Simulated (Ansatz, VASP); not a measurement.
**One calculation of NbTe, two programs**

Contents of INCAR:

```
SYSTEM = NbTe
ALGO = Normal
EDIFF = 1E-6
ENCUT = 520
ISIF = 2
ISMEAR = -1
LASPH = .TRUE.
LCHARG = .TRUE.
LDAU = .TRUE.
LDAUJ = 0 0
LDAUL = 2 -1
LDAUPRINT = 1
LDAUTYPE = 2
LDAUU = 1 0
LELF = .TRUE.
LMAXMIX = 4
LREAL = .FALSE.
LVHAR = .TRUE.
LWAVE = .FALSE.
NBANDS = 16
NELM = 150
PREC = Accurate
SIGMA = 0.05
```

The input KPOINTS:

```
k-points
0
G
  8 8 8
  0 0 0
```

Contents of POSCAR:

```
NbTe
1.0
    3.4257000000      0.0000000000      0.0000000000
    0.0000000000      3.4257000000      0.0000000000
    0.0000000000      0.0000000000      3.4257000000
Nb Te
1 1
Direct
    0.5000000000      0.5000000000      0.5000000000
    0.0000000000      0.0000000000      0.0000000000
```

File input.yaml:

```yaml
crystal:
  lattice:
    - [3.4257, 0.0, 0.0]
    - [0.0, 3.4257, 0.0]
    - [0.0, 0.0, 3.4257]
  atoms:
    - { symbol: Nb, position: [0.5, 0.5, 0.5] }
    - { symbol: Te, position: [0.0, 0.0, 0.0] }
hamiltonian:
  xc: lda
  pseudopotentials: { kind: paw }
  hubbard: { sites: [{ species: Nb, l: d, u_eff: 1.0 }] }
kpoints:
  mp_grid: { grid: [8, 8, 8] }
scf:
  occupations: { method: fermi_dirac, width: 0.05 }
  n_extra_bands: 6
output:
  forces: true
  stress: true
  eigenvalues: true
  dos: { projected: true, de: 0.05, nscf_kmesh: { grid: [12, 12, 12] } }
```

Alike in both runs: functional LDA; k mesh 8 × 8 × 8; occupations fermi-dirac, width 0.05 eV; no spin polarisation; Hubbard terms Nb d U = 1.0 eV.

|  | VASP | Ansatz |
| --- | --- | --- |
| version | VASP 6.6.1 | Ansatz 0.2.0 |
| potentials or method | VASP PAW LDA potentials, release 64 (Nb_sv, Te) | Ansatz PAW |
| plane-wave cutoff (eV) | 520 | 420 |
| valence electrons in the cell | 19 | 29 |
| task | single point | projected density of states |

```tsv
	VASP	Ansatz	Ansatz less VASP
gap on the k mesh at the Fermi level (eV)	none	none	-
pressure (GPa)	-6.6	-7.2	-0.60
```

LDA's correlation is that of Perdew and Zunger in VASP and of Perdew and Wang (1992) in Ansatz. The programs project onto different local orbitals, so the same U acts differently, and such runs can settle in different states. A gap of «none» marks a metal or a gap that the smearing closes. VASP's potentials hold 19 valence electrons a cell and Ansatz's 29, so a difference there can come from the potentials and not from the codes.

Spin-orbit coupling is off throughout.
